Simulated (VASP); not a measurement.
# Nb (I4/mmm) in VASP: a series of runs

Runs on Nb. Level: PBEsol. Tasks: single point.

Everything below comes from runs of VASP 6.6.1. Logs are shortened: lines on timing, memory, paths and dates and some standing lists are left out, and cuts for length are marked.

## 1. The cell of the first run

Symmetry: I4/mmm, No. 139, tetragonal system. Conventional cell: a = 3.373 Å, b = 3.373 Å, c = 3.239 Å, α = 90.00°, β = 90.00°, γ = 90.00°. Within 3.8 Å of Nb (site symmetry 4/mmm) lie 14 Nb at 2.88 to 3.37 Å.

## 2. Single point, PBEsol

Contents of INCAR:

```
  ALGO = Fast
  EDIFF = 1E-6
  ENCUT = 520
  GGA = PS
  ISIF = 2
  ISMEAR = 0
  LASPH = True
  LCHARG = False
  LREAL = False
  LWAVE = False
  NBANDS = 12
  NELM = 80
  PREC = Accurate
  SIGMA = 0.15
```

Contents of KPOINTS:

```
k-points
0
Gamma
  22 22 22
```

Contents of POSCAR:

```
Nb
1.0
   -1.6867466684      1.6867466684      1.6192768017
    1.6867466684     -1.6867466684      1.6192768017
    1.6867466684      1.6867466684     -1.6192768017
Nb
1
Direct
    0.0000000000      0.0000000000      0.0000000000
```

Potentials or basis: VASP PAW PBE potentials, release 64 (Nb_sv).

Launch:

```console
> cat potpaw_PBE.64/Nb_sv/POTCAR > POTCAR
> mpirun -np 1 vasp_std > vasp.out
```

OUTCAR:

```text
EDIFF = 1E-6
   ENCUT = 520
   GGA = PS
   ISIF = 2
   ISMEAR = 0
   LASPH = True
   LREAL = False
   NELM = 80
   PREC = Accurate

 ion  position               nearest neighbor table
   1  0.000  0.000  0.000-

  LATTYP: Found a body centered tetragonal cell.
 ALAT       =     3.3734933368
 C/A-ratio  =     0.9600000000

  Lattice vectors:

 A1 = (  -1.6867466684,   1.6867466684,   1.6192768017)
 A2 = (   1.6867466684,  -1.6867466684,   1.6192768017)
 A3 = (   1.6867466684,   1.6867466684,  -1.6192768017)

Analysis of symmetry for initial positions (statically):
=====================================================================
 Subroutine PRICEL returns:
 Original cell was already a primitive cell.

 Routine SETGRP: Setting up the symmetry group for a
 body centered tetragonal supercell.

 Subroutine GETGRP returns: Found 16 space group operations
 (whereof 16 operations were pure point group operations)
 out of a pool of 16 trial point group operations.

The static configuration has the point symmetry D_4h.

Analysis of symmetry for dynamics (positions and initial velocities):
=====================================================================
 Subroutine PRICEL returns:
 Original cell was already a primitive cell.

 Routine SETGRP: Setting up the symmetry group for a
 body centered tetragonal supercell.

 Subroutine GETGRP returns: Found 16 space group operations
 (whereof 16 operations were pure point group operations)
 out of a pool of 16 trial point group operations.

The dynamic configuration has the point symmetry D_4h.

 Subroutine INISYM returns: Found 16 space group operations
 (whereof 16 operations are pure point group operations),
 and found     1 'primitive' translations

----------------------------------------------------------------------------------------

                                     Primitive cell

  volume of cell :      18.4281

  direct lattice vectors                    reciprocal lattice vectors
    -1.686746668  1.686746668  1.619276802     0.000000000  0.296428628  0.308779820
     1.686746668 -1.686746668  1.619276802     0.296428628  0.000000000  0.308779820
     1.686746668  1.686746668 -1.619276802     0.296428628  0.296428628  0.000000000

  length of vectors
     2.883103537  2.883103537  2.883103537     0.428036107  0.428036107  0.419213385

  position of ions in fractional coordinates (direct lattice)
     0.000000000  0.000000000  0.000000000

  ion indices of the primitive-cell ions
   primitive index   ion index
[... 77 lines left out ...]
   IBRION =     -1    ionic relax: 0-MD 1-quasi-New 2-CG
   NFREE  =      0    steps in history (QN), initial steepest desc. (CG)
   ISIF   =      2    stress and relaxation
   ISYM   =      2    0-nonsym 1-usesym 2-fastsym
   POTIM  = 0.5000    time-step for ionic-motion
   TEBEG  =    0.0;   TEEND  =   0.0 temperature during run
   PSTRESS=    0.0 pullay stress
   NELECT =      13.0000    total number of electrons
   NUPDOWN=      -1.0000    fix difference up-down
   EMIN   =  10.00;   EMAX   =-10.00  energy-range for DOS
   EFERMI =   0.00;   METHOD = LEGACY
   ISMEAR =     0;   SIGMA  =   0.15  broadening in eV -4-tet -1-fermi 0-gaus
   EFERMI_NEDOS =   21; number of points for ismear=-14 and -15
   IALGO  =     68    algorithm
   IMIX   =      4    mixing-type and parameters
     AMIX     =   0.40;   BMIX     =  1.00
     AMIX_MAG =   1.60;   BMIX_MAG =  1.00
  volume/ion in A,a.u.               =      18.43       124.36
  Fermi-wavevector in a.u.,A,eV,Ry     =   1.457345  2.753983 28.896790  2.123854
  Thomas-Fermi vector in A             =   2.574157
   LORBIT       =      0    0 simple, 1 ext, 2 COOP (PROOUT), +10 PAW based schemes
   GGA     = PS    functional components
   LHFCALC =     F    Hartree Fock is set to
   AEXX    =    0.0000 exact exchange contribution
   IVDW    =     0    specifies the selected vdW correction
   LEPSILON=     F    determine dielectric tensor
   LRPA    =     F    only Hartree local field effects (RPA)
 non-spin polarized calculation
 RMM-DIIS sequential band-by-band and
 Gauss-broadening in eV      SIGMA  =   0.15
  energy-cutoff  :      520.00
  volume of cell :       18.43
 maximum number of plane-waves:       510
 NGX is ok and might be reduce to    24
   NGX = 11   NGY = 11   NGZ = 11

 number of electron      13.0000000 magnetization

 Free energy of the ion-electron system (eV)
  ---------------------------------------------------
  ext. energy  EPLUGINS =         0.00000000
  ---------------------------------------------------
  free energy    TOTEN  =       -10.92929955 eV

  energy without entropy =      -10.91171347  energy(sigma->0) =      -10.92050651

 E-fermi :  10.7278     XC(G=0): -12.5109

 val. band max:       10.7274951686   @ k =  -0.2273   0.0455   0.0000
 cond. band min:      10.7280114038   @ k =  -0.4545  -0.4545   0.1818
 fundamental gap:      0.0005162351
 Fermi energy:        10.7277793194

 k-point     1 :       0.0000    0.0000    0.0000
  band No.  band energies     occupation
      1     -43.5692      2.00000
      2     -18.9323      2.00000
      3     -18.9323      2.00000
      4     -18.9315      2.00000
      5       4.7997      2.00000
      6      10.8154      0.40882
      7      11.2666      0.00000
      8      11.2666      0.00000
      9      13.6121      0.00000
     10      14.2257      0.00000
     11      24.6563      0.00000
     12      24.6569      0.00000
[... 331 lines left out ...]
 k-point    24 :      -0.4545    0.0455    0.0000
  band No.  band energies     occupation
      1     -43.3493      2.00000
      2     -20.1424      2.00000
      3     -19.3356      2.00000
      4     -18.9702      2.00000
      5       7.1831      2.00000
      6       9.0783      2.00000
      7      12.3409      0.00000
      8      14.0311      0.00000
      9      14.7655      0.00000
     10      16.6231      0.00000
     11      22.5099      0.00000
     12      23.1445      0.00000

 [... further k-points ...]
[... 5 lines left out ...]
  --------------------------------------------------------------------------------------
  -------------------------------------------------------------------------------------
  Total       -1.1332837     -1.1332837     -0.7011098      0.0000000      0.0000000      0.0000000
  in kB      -98.5299849    -98.5299849    -60.9559073      0.0000000      0.0000000      0.0000000
  external PRESSURE =     -86.0052924 kB  Pullay stress =       0.0000000 kB

 VOLUME and BASIS-vectors are now :
 -----------------------------------------------------------------------------
  energy-cutoff  :      520.00
  volume of cell :       18.43
      direct lattice vectors                 reciprocal lattice vectors
    -1.686746668  1.686746668  1.619276802     0.000000000  0.296428628  0.308779820
     1.686746668 -1.686746668  1.619276802     0.296428628  0.000000000  0.308779820
     1.686746668  1.686746668 -1.619276802     0.296428628  0.296428628  0.000000000

 POSITION                                       TOTAL-FORCE (eV/Angst)
 -----------------------------------------------------------------------------------
      0.00000      0.00000      0.00000         0.000000     -0.000000      0.000000
 -----------------------------------------------------------------------------------
    total drift:                                0.000000      0.000000     -0.000000

  FREE ENERGIE OF THE ION-ELECTRON SYSTEM (eV)
  ---------------------------------------------------
  free  energy   TOTEN  =       -10.9292995468 eV

  energy  without entropy=      -10.9117134750  energy(sigma->0) =      -10.92050651
```

OSZICAR:

```text
N       E                     dE             d eps       ncg     rms          rms(c)
DAV:   1     0.116477358774E+03    0.11648E+03   -0.72709E+03 20072   0.108E+03
DAV:   2    -0.664243772033E+01   -0.12312E+03   -0.11878E+03 21616   0.389E+02
DAV:   3    -0.111601770419E+02   -0.45177E+01   -0.43094E+01 28920   0.654E+01
[... 12 lines left out ...]
RMM:  16    -0.109292917868E+02   -0.97481E-05   -0.74297E-05 27953   0.412E-02    0.892E-03
RMM:  17    -0.109292946572E+02   -0.28704E-05   -0.36573E-05 24723   0.289E-02    0.299E-03
RMM:  18    -0.109292971757E+02   -0.25185E-05   -0.24785E-05 20606   0.190E-02    0.256E-03
RMM:  19    -0.109292989601E+02   -0.17843E-05   -0.12336E-05 19625   0.194E-02    0.549E-03
RMM:  20    -0.109292995468E+02   -0.58673E-06   -0.95034E-06 18084   0.132E-02
   1 F= -.10929300E+02 E0= -.10920507E+02  d E =-.175861E-01
```

stdout:

```text
POSCAR found type information on POSCAR Nb
 POSCAR found :  1 types and       1 ions
 scaLAPACK will be used
 -----------------------------------------------------------------------------
|                                                                             |
|                                                                             |
|     You enforced a specific xc type in the INCAR file but a different       |
|     I HOPE YOU KNOW WHAT YOU ARE DOING!                                     |
|                                                                             |
 -----------------------------------------------------------------------------

 LDA part: xc-table for (Slater+PW92), standard interpolation
 POSCAR, INCAR and KPOINTS ok, starting setup
 FFT: planning ... GRIDC
 FFT: planning ... GRID_SOFT
 FFT: planning ... GRID
 WAVECAR not read
 entering main loop
WARNING in EDDRMM: call to ZHEGV failed, returncode =   6  3     10
```

Wall time 5.8 min (1 thread of Intel Xeon Platinum 8259CL at 2.50GHz (Skylake/Cascade Lake), shared host); peak memory 0.28 GiB.

What came out:

- Free energy: -10.9293 eV
- Pressure: -8.6 GPa

Caveat: the PAW data sets were made with another functional, which shifts forces and pressure a little.

## 3. Single point, PBEsol

Contents of INCAR:

```
SYSTEM = Nb
  ALGO = Fast
  EDIFF = 1E-6
  ENCUT = 520
  GGA = PS
  ISIF = 2
  ISMEAR = 0
  LASPH = .True.
  LCHARG = .True.
  LELF = .True.
  LREAL = .False.
  LVHAR = .True.
  LWAVE = .False.
  NBANDS = 12
  NELM = 80
  PREC = Accurate
  SIGMA = 0.15
```

Contents of KPOINTS:

```
k-points
0
Gamma
  22 22 22
  0 0 0
```

Contents of POSCAR:

```
Nb
1.0
   -1.6371074029      1.6371074029      1.7189627730
    1.6371074029     -1.6371074029      1.7189627730
    1.6371074029      1.6371074029     -1.7189627730
Nb
1
Direct
    0.0000000000      0.0000000000      0.0000000000
```

Potentials or basis: VASP PAW PBE potentials, release 64 (Nb_sv).

Launch:

```console
> cat potpaw_PBE.64/Nb_sv/POTCAR > POTCAR
> mpirun -np 1 vasp_std > vasp.out
```

Run time: 5.9 min. Hardware: 1 thread of Intel Xeon Platinum 8259CL at 2.50GHz (Skylake/Cascade Lake), shared host; peak memory 0.28 GiB.

The run converged. Its results:

- Free energy: -10.9254 eV
- Pressure: -8.5 GPa

Stress tensor (GPa, compression positive):
```
 -6.71   0.00   0.00
  0.00  -6.71   0.00
  0.00   0.00 -12.18
```

Levels at points of the mesh, in eV from the Fermi level:
```tsv
k point	band 3	band 4	band 5	band 6	band 7	band 8	band 9	band 10
(0.00, 0.00, 0.00)	-29.67	-29.67	-5.93	0.22	0.22	0.73	2.84	3.52
(0.50, 0.00, 0.00)	-30.05	-29.67	-3.63	-1.40	2.06	2.85	3.92	6.16
(0.50, 0.50, 0.00)	-30.10	-29.72	-3.68	-1.95	2.40	3.67	4.12	6.29
(0.50, 0.50, 0.50)	-30.50	-30.50	-3.67	-3.54	5.37	5.54	5.54	8.09
```

Caveat: the PAW data sets were made with another functional, which shifts forces and pressure a little.
